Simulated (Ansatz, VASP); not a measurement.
# One calculation of KF, two programs

The input POSCAR:

```
KF
1.0
    0.0000000000      2.7100386135      2.7100386135
    2.7100386135      0.0000000000      2.7100386135
    2.7100386135      2.7100386135      0.0000000000
K F
1 1
Direct
    0.0000000000      0.0000000000      0.0000000000
    0.5000000000      0.5000000000      0.5000000000
```

INCAR.step1

```
SYSTEM = KF
  ALGO = Normal
  EDIFF = 1E-5
  ENCUT = 520
  GGA = PE
  ISIF = 2
  ISMEAR = 0
  LASPH = .True.
  LREAL = .False.
  LWAVE = .True.
  NBANDS = 15
  NELM = 100
  PREC = Accurate
  SIGMA = 0.02
```

INCAR.step2

```
SYSTEM = KF
  ALGO = Normal
  EDIFF = 1E-7
  ENCUT = 520
  GGA = PE
  HFSCREEN = 0.2079
  ISIF = 2
  ISMEAR = 0
  ISTART = 1
  LASPH = .True.
  LCHARG = .True.
  LELF = .True.
  LHFCALC = .True.
  LREAL = .False.
  LVHAR = .True.
  LWAVE = .False.
  NBANDS = 15
  NELM = 100
  PREC = Accurate
  PRECFOCK = Normal
  SIGMA = 0.02
```

File KPOINTS:

```
k-points
0
Gamma
  6 6 6
  0 0 0
```

Input for Ansatz:

```yaml
crystal:
  lattice:
    - [0.0, 2.7100386135, 2.7100386135]
    - [2.7100386135, 0.0, 2.7100386135]
    - [2.7100386135, 2.7100386135, 0.0]
  atoms:
    - { symbol: K, position: [0.0, 0.0, 0.0] }
    - { symbol: F, position: [0.5, 0.5, 0.5] }
basis:
  ecutwfc: 420
kpoints:
  mp_grid: { grid: [6, 6, 6] }
  band_path:
    path:
      - [[0.0, 0.0, 0.0], [0.5, 0.0, 0.5], [0.625, 0.25, 0.625]]
      - [[0.375, 0.375, 0.75], [0.0, 0.0, 0.0], [0.5, 0.5, 0.5], [0.5, 0.25, 0.75], [0.5, 0.0, 0.5]]
    npoints: 4
hamiltonian:
  xc: hse06
scf:
  occupations: { method: gaussian, width: 0.02 }
output:
  forces: true
  stress: true
  eigenvalues: true
  populations: true
  dos: { projected: true, de: 0.02 }
  bader: false
  write_density: true
  write_potential: true
  elf: true
  volumetric_format: npy
```

Alike in both runs: task single point; functional HSE06; k mesh 6 × 6 × 6; occupations gaussian, width 0.02 eV; no spin polarisation.

```csv
,VASP,Ansatz
version,VASP 6.6.1,Ansatz 0.2.0
potentials or method,"VASP PAW PBE potentials, release 64 (K_sv, F), cutoff 520 eV","scalar-relativistic, plane waves, PAW"
valence electrons in the cell,16,16
```

VASP gave:

| Quantity | Value |
| --- | --- |
| gap on the k mesh at the Fermi level (eV) | 7.93 |
| least direct gap on the mesh (eV) | 7.93 |
| pressure (GPa) | -0.8 |

Which values does Ansatz return?

gap on the k mesh at the Fermi level (eV): 7.94; least direct gap on the mesh (eV): 7.94; pressure (GPa): -0.8.

Ansatz's warnings: stress exchange threshold loose, stress scf threshold loose.
